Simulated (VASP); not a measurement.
# SiC (P1) in VASP: electric field gradients with PBEsol

Aim: the electric field gradients of SiC with PBEsol.

Program: VASP 6.6.1. These are calculated values, not measurements. Logs are shortened: lines on timing, memory, paths and dates and some standing lists are left out, and cuts for length are marked.

### 1 The cell of the first run

The typed cell holds 4 atoms: a = 3.077 Å, b = 3.036 Å, c = 5.049 Å, α = 89.36°, β = 88.27°, γ = 118.70°.

### 2 Electric field gradients, PBEsol (equal xy, yz and zx shear strains of +3 %)

INCAR

```
ALGO     = Normal         # electronic algorithm
EDIFF    = 1E-8           # SCF threshold, eV
ENCUT    = 520            # plane-wave cutoff, eV
GGA      = PS             # functional
ISIF     = 2              # what is computed and relaxed
ISMEAR   = -1             # smearing method
LASPH    = T              # aspherical terms in the spheres
LCHARG   = F              # write CHGCAR
LEFG     = T            
LREAL    = F              # projectors in reciprocal space
LWAVE    = F              # write WAVECAR
NBANDS   = 16             # bands
NELM     = 60             # most SCF steps
PREC     = Accurate       # precision mode
SIGMA    = 0.08           # smearing width, eV
```

KPOINTS

```
k-points
0
Gamma
  15 15 8
```

POSCAR

```
SiC
1.0
    3.0759982064      0.0461399731      0.0461399731
   -1.4980407144      2.6408226022      0.0168884023
    0.0757200000      0.0757200000      5.0480000000
Si C
2 2
Direct
    0.3333333333      0.6666666667      0.0000000000
    0.6666666667      0.3333333333      0.5000000000
    0.3333333333      0.6666666667      0.3850000000
    0.6666666667      0.3333333333      0.8850000000
```

Potentials or basis: VASP PAW PBE potentials, release 64 (Si, C).

On the command line:

```
cat potpaw_PBE.64/Si/POTCAR potpaw_PBE.64/C/POTCAR > POTCAR
mpirun -np 1 vasp_std > vasp.out
```

OUTCAR:

```text
EDIFF = 1E-8
   ENCUT = 520
   GGA = PS
   ISIF = 2
   ISMEAR = -1
   LASPH = T
   LREAL = F
   NELM = 60
   PREC = Accurate

 ion  position               nearest neighbor table
   1  0.333  0.667  0.000-   4 1.84   4 1.85   4 1.91   3 1.94   2 3.04   2 3.04   2 3.06   2 3.09
                             2 3.13
   2  0.667  0.333  0.500-   3 1.85   3 1.87   3 1.89   4 1.94   1 3.04   1 3.04   1 3.06   1 3.09
                             1 3.13
   3  0.333  0.667  0.385-   2 1.85   2 1.87   2 1.89   1 1.94
   4  0.667  0.333  0.885-   1 1.84   1 1.85   1 1.91   2 1.94

  LATTYP: Found a triclinic cell.
 ALAT       =     3.1166793713
 B/A-ratio  =     0.9741696453
 C/A-ratio  =     1.6200369273
 COS(alpha) =     0.0112057054
 COS(beta)  =     0.0407400298
 COS(gamma) =     0.5001712246

  Lattice vectors:

 A1 = (   1.5779574920,   2.6869625753,   0.0630283754)
 A2 = (  -1.4980407144,   2.6408226022,   0.0168884023)
 A3 = (   0.0757200000,   0.0757200000,   5.0480000000)

Analysis of symmetry for initial positions (statically):
=====================================================================
 Subroutine PRICEL returns:
 Original cell was already a primitive cell.

 Routine SETGRP: Setting up the symmetry group for a
 triclinic supercell.

 Subroutine GETGRP returns: Found  1 space group operations
 (whereof  1 operations were pure point group operations)
 out of a pool of  2 trial point group operations.

The static configuration has the point symmetry C_1 .

Analysis of symmetry for dynamics (positions and initial velocities):
=====================================================================
 Subroutine PRICEL returns:
 Original cell was already a primitive cell.

 Routine SETGRP: Setting up the symmetry group for a
 triclinic supercell.

 Subroutine GETGRP returns: Found  1 space group operations
 (whereof  1 operations were pure point group operations)
 out of a pool of  2 trial point group operations.

The dynamic configuration has the point symmetry C_1 .

 Subroutine INISYM returns: Found  1 space group operations
 (whereof  1 operations are pure point group operations),
 and found     1 'primitive' translations

----------------------------------------------------------------------------------------

                                     Primitive cell

  volume of cell :      41.3363

  direct lattice vectors                    reciprocal lattice vectors
     3.075998206  0.046139973  0.046139973     0.322466863  0.182971976 -0.007581583
    -1.498040714  2.640822602  0.016888402    -0.005550104  0.375557014 -0.005550104
     0.075720000  0.075720000  5.048000000    -0.002928859 -0.002928859  0.198186123

  length of vectors
     3.076690228  3.036174438  5.049135672     0.370838377  0.375639026  0.198229401

  position of ions in fractional coordinates (direct lattice)
     0.333333333  0.666666667  0.000000000
     0.666666667  0.333333333  0.500000000
     0.333333333  0.666666667  0.385000000
     0.666666667  0.333333333  0.885000000

  ion indices of the primitive-cell ions
   primitive index   ion index
                 1           1
                 2           2
                 3           3
                 4           4

----------------------------------------------------------------------------------------

 KPOINTS: k-points

Automatic generation of k-mesh.
 Grid dimensions read from file:
 generate k-points for:   15   15    8

 Generating k-lattice:

  Cartesian coordinates                     Fractional coordinates (reciprocal lattice)
     0.021497791  0.012198132 -0.000505439     0.066666667 -0.000000000  0.000000000
    -0.000370007  0.025037134 -0.000370007    -0.000000000  0.066666667 -0.000000000
    -0.000366107 -0.000366107  0.024773265    -0.000000000  0.000000000  0.125000000

  Length of vectors
     0.024722558  0.025042602  0.024778675

  Shift w.r.t. Gamma in fractional coordinates (k-lattice)
     0.000000000  0.000000000  0.000000000

 Subroutine IBZKPT returns following result:
 ===========================================

 Found    901 irreducible k-points:

 Following reciprocal coordinates:
            Coordinates               Weight
  0.000000  0.000000  0.000000      1.000000
  0.066667 -0.000000  0.000000      2.000000
  0.133333 -0.000000  0.000000      2.000000
  0.200000 -0.000000  0.000000      2.000000
  0.266667 -0.000000  0.000000      2.000000
  0.333333 -0.000000  0.000000      2.000000
[... 16 lines left out ...]
 -0.066667  0.066667  0.000000      2.000000
  0.000000  0.133333  0.000000      2.000000
 [... further k-points ...]
   k-points           NKPTS =    901   k-points in BZ     NKDIM =    901   number of bands    NBANDS=     16
   number of dos      NEDOS =    301   number of ions     NIONS =      4
   total plane-waves  NPLWV =  23040
   dimension x,y,z NGX =    24 NGY =   24 NGZ =   40
   dimension x,y,z NGXF=    48 NGYF=   48 NGZF=   80
   ions per type =               2   2
   NGX,Y,Z   is equivalent  to a cutoff of  12.97, 13.14, 13.17 a.u.
   NGXF,Y,Z  is equivalent  to a cutoff of  25.94, 26.28, 26.34 a.u.
 SYSTEM =  unknown system
   PREC   = accura    normal or accurate (medium, high low for compatibility)
   ISTART =      0    job   : 0-new  1-cont  2-samecut
   ICHARG =      2    charge: 1-file 2-atom 10-const
   ISPIN  =      1    spin polarized calculation?
   LNONCOLLINEAR =      F non collinear calculations
   LSORBIT =      F    spin-orbit coupling
   LASPH  =      T    aspherical Exc in radial PAW
   ENCUT  =  520.0 eV  38.22 Ry    6.18 a.u.   5.72  5.65  9.39*2*pi/ulx,y,z
   NELM   =     60;   NELMIN=  2; NELMDL= -5     # of ELM steps
   EDIFF  = 0.1E-07   stopping-criterion for ELM
   LREAL  =      F    real-space projection
   EDIFFG = 0.1E-06   stopping-criterion for IOM
   NSW    =      0    number of steps for IOM
   IBRION =     -1    ionic relax: 0-MD 1-quasi-New 2-CG
   NFREE  =      0    steps in history (QN), initial steepest desc. (CG)
   ISIF   =      2    stress and relaxation
   ISYM   =      2    0-nonsym 1-usesym 2-fastsym
   POTIM  = 0.5000    time-step for ionic-motion
   TEBEG  =    0.0;   TEEND  =   0.0 temperature during run
   PSTRESS=    0.0 pullay stress
   NELECT =      16.0000    total number of electrons
   NUPDOWN=      -1.0000    fix difference up-down
   EMIN   =  10.00;   EMAX   =-10.00  energy-range for DOS
   EFERMI =   0.00;   METHOD = LEGACY
   ISMEAR =    -1;   SIGMA  =   0.08  broadening in eV -4-tet -1-fermi 0-gaus
   EFERMI_NEDOS =   21; number of points for ismear=-14 and -15
   IALGO  =     38    algorithm
   IMIX   =      4    mixing-type and parameters
     AMIX     =   0.40;   BMIX     =  1.00
     AMIX_MAG =   1.60;   BMIX_MAG =  1.00
  volume/ion in A,a.u.               =      10.33        69.74
  Fermi-wavevector in a.u.,A,eV,Ry     =   1.193084  2.254601 19.367193  1.423449
  Thomas-Fermi vector in A             =   2.329106
   LORBIT       =      0    0 simple, 1 ext, 2 COOP (PROOUT), +10 PAW based schemes
   GGA     = PS    functional components
   LHFCALC =     F    Hartree Fock is set to
   AEXX    =    0.0000 exact exchange contribution
   IVDW    =     0    specifies the selected vdW correction
   LEPSILON=     F    determine dielectric tensor
   LRPA    =     F    only Hartree local field effects (RPA)
 non-spin polarized calculation
  energy-cutoff  :      520.00
  volume of cell :       41.34
 maximum number of plane-waves:      1127
   NGX = 11   NGY = 11   NGZ = 19

 number of electron      16.0000000 magnetization

 Free energy of the ion-electron system (eV)
  ---------------------------------------------------
  ext. energy  EPLUGINS =         0.00000000
  ---------------------------------------------------
  free energy    TOTEN  =       -31.71949500 eV

  energy without entropy =      -31.71949497  energy(sigma->0) =      -31.71949499

 E-fermi :   9.4772     XC(G=0): -11.5015

 val. band max:        8.4186510040   @ k =   0.0000   0.0000   0.0000
 cond. band min:      10.5395880734   @ k =   0.3333   0.3333   0.0000
 fundamental gap:      2.1209370694
 Fermi energy:         9.4771771485

 k-point     1 :       0.0000    0.0000    0.0000
  band No.  band energies     occupation
      1      -7.3853      2.00000
      2      -3.8387      2.00000
      3      -0.3960      2.00000
      4       6.7004      2.00000
      5       6.9010      2.00000
      6       7.9539      2.00000
[... 8 lines left out ...]
     15      17.3020      0.00000
     16      19.4394      0.00000

 k-point     2 :       0.0667   -0.0000    0.0000
  band No.  band energies     occupation
      1      -7.3098      2.00000
      2      -3.7744      2.00000
      3      -0.3250      2.00000
      4       6.2376      2.00000
      5       6.7675      2.00000
      6       7.6761      2.00000
[... 8 lines left out ...]
     15      17.4399      0.00000
     16      18.7542      0.00000

 k-point     3 :       0.1333   -0.0000    0.0000
  band No.  band energies     occupation
      1      -7.0846      2.00000
      2      -3.5847      2.00000
      3      -0.1155      2.00000
      4       5.1413      2.00000
      5       6.4501      2.00000
      6       6.9125      2.00000
[... 8 lines left out ...]
     15      17.8433      0.00000
     16      18.0262      0.00000
[... 362 lines left out ...]
 k-point    23 :      -0.0667    0.0667    0.0000
  band No.  band energies     occupation
      1      -7.3054      2.00000
      2      -3.7697      2.00000
      3      -0.3208      2.00000
      4       6.4315      2.00000
      5       6.5826      2.00000
      6       7.8394      2.00000
[... 8 lines left out ...]
     15      17.1255      0.00000
     16      19.0396      0.00000

 k-point    24 :       0.0000    0.1333    0.0000
  band No.  band energies     occupation
      1      -7.0756      2.00000
      2      -3.5753      2.00000
      3      -0.1067      2.00000
      4       5.2780      2.00000
      5       6.3038      2.00000
      6       7.0245      2.00000
[... 8 lines left out ...]
     15      17.7091      0.00000
     16      18.0413      0.00000

 [... further k-points ...]

------------------------ aborting loop because EDIFF is reached ----------------------------------------

  FORCE on cell =-STRESS in cart. coord.  units (eV):
  Direction    XX          YY          ZZ          XY          YZ          ZX
  --------------------------------------------------------------------------------------
  -------------------------------------------------------------------------------------
  Total        0.6764309      0.6910773     -0.6426277     -1.8921952     -1.2910248     -1.2942939
  in kB       26.2181604     26.7858473    -24.9079613    -73.3406409    -50.0395445    -50.1662545
  external PRESSURE =       9.3653488 kB  Pullay stress =       0.0000000 kB

 VOLUME and BASIS-vectors are now :
 -----------------------------------------------------------------------------
  energy-cutoff  :      520.00
  volume of cell :       41.34
      direct lattice vectors                 reciprocal lattice vectors
     3.075998206  0.046139973  0.046139973     0.322466863  0.182971976 -0.007581583
    -1.498040714  2.640822602  0.016888402    -0.005550104  0.375557014 -0.005550104
     0.075720000  0.075720000  5.048000000    -0.002928859 -0.002928859  0.198186123

 POSITION                                       TOTAL-FORCE (eV/Angst)
 -----------------------------------------------------------------------------------
      0.02664      1.77593      0.02664        -0.425436     -0.144488      0.787340
      1.58918      0.94889      2.56039         0.094489     -0.181485      0.751888
      0.05579      1.80508      1.97012        -0.137423      0.181401     -0.748397
      1.61833      0.97805      4.50387         0.468371      0.144571     -0.790831
 -----------------------------------------------------------------------------------
    total drift:                               -0.000005      0.000142      0.000063

  FREE ENERGIE OF THE ION-ELECTRON SYSTEM (eV)
  ---------------------------------------------------
  free  energy   TOTEN  =       -31.7194950000 eV

  energy  without entropy=      -31.7194949705  energy(sigma->0) =      -31.71949499

 Electric field gradients (V/A^2)
---------------------------------------------------------------------
 ion       V_xx      V_yy      V_zz      V_xy      V_xz      V_yz
---------------------------------------------------------------------
   1      -4.519   -13.022    17.540     8.584     4.575    -0.044
   2     -12.955    -4.183    17.138    -0.047    -4.496     0.117
   3      -1.874    -1.021     2.894     2.607     1.715     2.158
   4      -0.938    -2.029     2.966     3.572     2.550     2.106
---------------------------------------------------------------------

 Electric field gradients after diagonalization (V/A^2)
 (convention: |V_zz| > |V_xx| > |V_yy|)
----------------------------------------------------------------------
 ion       V_xx      V_yy      V_zz     asymmetry (V_yy - V_xx)/ V_zz
----------------------------------------------------------------------
   1     -18.519    -0.025    18.545       0.997
   2     -13.612    -4.184    17.796       0.530
   3      -4.091    -0.838     4.928       0.660
   4      -5.097    -0.784     5.881       0.734
----------------------------------------------------------------------

           NMR quadrupolar parameters

 Cq : quadrupolar parameter    Cq=e*Q*V_zz/h
 eta: asymmetry parameters     (V_yy - V_xx)/ V_zz
 Q  : nuclear electric quadrupole moment in mb (millibarn)
----------------------------------------------------------------------
 ion       Cq(MHz)       eta       Q (mb)
----------------------------------------------------------------------
   1       0.045       0.997       1.000
   2       0.043       0.530       1.000
   3       0.012       0.660       1.000
   4       0.014       0.734       1.000
----------------------------------------------------------------------
```

Run time: 2.8 min. Hardware: 1 thread of Intel Xeon 6975P-C (Granite Rapids), shared host; peak memory 0.55 GiB.

Results:

| Property | Result |
| --- | --- |
| Free energy | -31.7195 eV |
| Pressure | 0.9 GPa |
| Largest force | 0.930 eV/Å |
| Band gap on the k mesh | 2.12 eV (least direct gap 3.84 eV) |
| Largest electric field gradient by atom | Si +18.5, +17.8; C +4.9, +5.9 V/Å² |

Forces on the atoms (eV/Å):
```
Si  -0.425 -0.144  0.787
Si   0.094 -0.181  0.752
C   -0.137  0.181 -0.748
C    0.468  0.145 -0.791
```

Stress tensor (GPa, compression positive):
```
 2.62 -7.33 -5.02
-7.33  2.68 -5.00
-5.02 -5.00 -2.49
```

Levels at points of the mesh, in eV from the valence-band top:
```csv
k point,band 5,band 6,band 7,band 8,band 9,band 10,band 11,band 12
"(0.00, 0.00, 0.00)",-1.52,-0.46,-0.23,0.00,4.45,5.80,6.26,6.65
"(0.00, 0.00, 0.50)",-1.23,-1.10,-0.94,-0.81,5.42,5.56,6.74,6.89
```

Electric field gradients, principal values (V/Å²):
```
atom   least   middle  greatest (by size)
1 Si  -0.025  -18.519              18.545
2 Si  -4.184  -13.612              17.796
 3 C  -0.838   -4.091               4.928
 4 C  -0.784   -5.097               5.881
```

Caveat: the cell differs from its parent crystal (equal xy, yz and zx shear strains of +3 %); the stress differs along the axes, from -2 to 3 GPa; without QUAD_EFG the Cq values of the log hold for a quadrupole moment of 1 mb, not for the nuclei; the PAW data sets were made with another functional, which shifts forces and pressure a little. A k mesh can miss the band edges.
